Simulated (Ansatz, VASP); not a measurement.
Two plane-wave programs on Sn4P

```
CELL_PARAMETERS angstrom
4.90460 0.00000 0.00000
0.00000 4.90460 0.00000
0.00000 0.00000 4.90460
ATOMIC_POSITIONS crystal
Sn 0.00000 0.50000 0.50000
Sn 0.50000 0.50000 0.00000
Sn 0.50000 0.00000 0.50000
Sn 0.00000 0.00000 0.00000
P 0.50000 0.50000 0.50000
```

Change from the starting cell: species swapped into the Fe4N type (Pm-3m, No. 221).

Alike in both runs: task single point; functional PBE; k mesh 4 × 4 × 4; occupations gaussian, width 0.1 eV; no spin polarisation.

|  | VASP | Ansatz |
| --- | --- | --- |
| version | VASP 6.6.1 | Ansatz 0.2.0 |
| potentials or method | VASP PAW PBE potentials, release 64 (Sn_d, P), cutoff 520 eV | scalar-relativistic, plane waves, PAW |
| valence electrons in the cell | 61 | 61 |

Ansatz gave:

| Quantity | Value |
| --- | --- |
| gap on the k mesh at the Fermi level (eV) | none |
| pressure (GPa) | 12.7 |

Q: Estimate VASP's values.

A: gap on the k mesh at the Fermi level (eV): none; pressure (GPa): 12.6.

A gap of «none» marks a metal or a gap that the smearing closes.
